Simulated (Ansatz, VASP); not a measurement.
**Ga5As3P2: VASP beside Ansatz**

```xyz
10
Lattice="0.0001 -4.0176 0.0000 4.0168 -0.0001 -0.0005 -2.0047 2.0084 13.9772" Properties=species:S:1:pos:R:3 pbc="T T T"
Ga    2.0086   -2.0088    2.8778
Ga    0.0002   -0.0013    0.0001
Ga    0.0029    0.0001   11.0989
Ga    2.0116   -2.0092    8.4251
Ga    0.0008    0.0004    5.5516
P     2.0112   -0.0004    9.7625
P     2.0089    0.0001    4.2137
As    0.0037   -2.0089   12.5382
As    0.0027   -2.0084    6.9884
As   -0.0001   -2.0100    1.4386
```

Change from the starting cell: cell x1, atoms moved at random (sigma 0.05 Å) and cell strained at random (1.5 %), then relaxed without symmetry.

Alike in both runs: functional PBE; k mesh 4 × 4 × 4; occupations gaussian, width 0.1 eV; no spin polarisation.

Ansatz relaxed the structure, and its values are those at the end. VASP's run is a single point on that final structure, the one shown.

|  | VASP | Ansatz |
| --- | --- | --- |
| version | VASP 6.6.1 | Ansatz 0.2.0 |
| potentials or method | VASP PAW PBE potentials, release 64 (Ga_d, P, As), cutoff 520 eV | scalar-relativistic, plane waves, PAW |
| valence electrons in the cell | 90 | 120 |

```csv
,VASP,Ansatz,Ansatz less VASP
gap on the k mesh at the Fermi level (eV),0.64,0.64,0.000
least direct gap on the mesh (eV),0.64,0.64,0.000
pressure (GPa),0.1,0.0,-0.14
rms of the force components (eV/Å),0.007,0.003,-0.0041
```

VASP's potentials hold 90 valence electrons a cell and Ansatz's 120, so a difference there can come from the potentials and not from the codes.
